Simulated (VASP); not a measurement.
A run of VASP 6.6.1 is set up as follows.

Contents of INCAR:

```
  PREC = Accurate
  ENCUT = 520
  EDIFF = 1E-6
  ISMEAR = 0
  SIGMA = 0.15
  LREAL = False
  LASPH = True
  NELM = 80
  ALGO = Normal
  ISIF = 2
  LWAVE = False
  LCHARG = True
  GGA = CA
  LELF = True
  LVHAR = True
  NBANDS = 11
```

File KPOINTS:

```
Automatic mesh
0
Gamma
  24 24 24
```

File POSCAR:

```
Ni
1.0
    0.0000000000      1.6024052366      1.6024052366
    1.6024052366      0.0000000000      1.6024052366
    1.6024052366      1.6024052366      0.0000000000
Ni
1
Direct
    0.0000000000      0.0000000000      0.0000000000
```

Potentials or basis: VASP PAW LDA potentials, release 64 (Ni).

The run is started by

```sh
$ cat potpaw_LDA.64/Ni/POTCAR > POTCAR
$ mpirun -np 1 vasp_std > vasp.out
```

Task: What does it give for the pressure?

Result: 79.3 GPa.

Task: Predict the band gap on the k mesh.

Result: Zero (band 5 reaches 13.85 eV, above the bottom of band 6 at 12.38 eV).

Caveat: the run has no spin polarisation, though such a crystal can be magnetic. Spin polarisation is off, so any magnetic state and its effect on volume and gap are missing.
